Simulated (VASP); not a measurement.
## W: single point with PBEsol

Crystal: W.

```
W
1.0
    -1.58234    1.58234    1.58234
     1.58234   -1.58234    1.58234
     1.58234    1.58234   -1.58234
W
1
Direct
  0.00000 0.00000 0.00000
```

```json
{"Program": "VASP 6.6.1", "Task": "single point", "Functional": "PBEsol", "Potentials or basis": "VASP PAW PBE potentials, release 64 (W_sv)", "Cutoff": "520 eV", "k mesh": "7 × 7 × 7", "Occupations": "fermi-dirac, width 0.05 eV", "Spin": "no spin polarisation", "Dipole correction": "no", "Further INCAR settings": "ALGO = Normal; EDIFF = 1e-07; NBANDS = 13"}
```

```json
{
  "Pressure": "-1.5 GPa",
  "Band gap on the k mesh": "zero (band 7 reaches 14.80 eV, above the bottom of band 8 at 10.04 eV)"
}
```

Levels at points of the mesh, in eV from the Fermi level:
| k point | band 5 | band 6 | band 7 | band 8 | band 9 | band 10 |
| --- | --- | --- | --- | --- | --- | --- |
| (0.00, 0.00, 0.00) | -9.71 | -1.29 | -1.29 | -1.29 | 2.18 | 2.18 |

It took 2.6 s on 1 thread of Intel(R) Xeon(R) 6975P-C (Granite Rapids), with other jobs on the host, peak memory 0.12 GiB.

Caveat: the k points lie up to 0.40 Å⁻¹ apart; the PAW data sets were made with another functional, which shifts forces and pressure a little; spin-orbit coupling is left out, which moves the levels of the heavy elements.
